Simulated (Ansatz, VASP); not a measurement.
**Two plane-wave programs on Al5As**

The input INCAR:

```
PREC = Accurate
ENCUT = 600
EDIFF = 1E-7
ISMEAR = 0
SIGMA = 0.1
LREAL = F
LASPH = T
NELM = 100
ALGO = Normal
ISIF = 3
LWAVE = F
LCHARG = F
GGA = PE
IBRION = 2
NSW = 90
EDIFFG = -0.04
```

Contents of KPOINTS:

```
regular mesh
0
Gamma
  3 3 4
```

POSCAR

```
Al5As
1.0
    6.5790572600      0.0000000000      0.0000000000
   -3.2895286300      5.6976307200      0.0000000000
    0.0000000000      0.0000000000      5.2428606200
Al As
5 1
Direct
    0.0000000000      0.0000000000      0.2376330400
    0.0000000000      0.0000000000      0.7623669600
    0.5000000000      0.0000000000      0.5000000000
    0.0000000000      0.5000000000      0.5000000000
    0.5000000000      0.5000000000      0.5000000000
    0.0000000000      0.0000000000      0.5000000000
```

Input for Ansatz:

```yaml
crystal:
  lattice:
    - [6.57905726, 0.0, 0.0]
    - [-3.28952863, 5.69763072, 0.0]
    - [0.0, 0.0, 5.24286062]
  atoms:
    - { symbol: Al, position: [0.0, 0.0, 0.23763304] }
    - { symbol: Al, position: [0.0, 0.0, 0.76236696] }
    - { symbol: Al, position: [0.5, 0.0, 0.5] }
    - { symbol: Al, position: [0.0, 0.5, 0.5] }
    - { symbol: Al, position: [0.5, 0.5, 0.5] }
    - { symbol: As, position: [0.0, 0.0, 0.5] }
basis:
  ecutwfc: 420
kpoints:
  mp_grid: { grid: [3, 3, 4] }
hamiltonian:
  xc: pbe
scf:
  occupations: { method: gaussian, width: 0.1 }
  lower_state_search: "off"
output:
  forces: true
  stress: true
  eigenvalues: true
relax:
  adjacent_minimum: "off"
  f_tol: 0.04
  max_steps: 70
  cell: { stress_tol: 0.4 }
```

Alike in both runs: task relaxation of cell and atoms; functional PBE; k mesh 3 × 3 × 4; occupations gaussian, width 0.1 eV; no spin polarisation.

|  | VASP | Ansatz |
| --- | --- | --- |
| version | VASP 6.6.1 | Ansatz 0.2.0 |
| potentials or method | VASP PAW PBE potentials, release 64 (Al, As), cutoff 600 eV | scalar-relativistic, plane waves, PAW |
| valence electrons in the cell | 20 | 30 |

VASP gave:

```
gap on the k mesh at the Fermi level, each at its own relaxed structure (eV) : none
relaxed volume (Å³/atom)                                                     : 34.78
relaxed cell length with the largest relative difference (Å)                 : 5.551
```

**Question.** What did Ansatz give for the same quantities?

**Answer.** gap on the k mesh at the Fermi level, each at its own relaxed structure (eV): none; relaxed volume (Å³/atom): 34.67; relaxed cell length with the largest relative difference (Å): 5.542.

A gap of «none» marks a metal or a gap that the smearing closes. VASP's potentials hold 20 valence electrons a cell and Ansatz's 30, so a difference there can come from the potentials and not from the codes.

The k mesh is coarse, so the values compare programs but aren't converged.
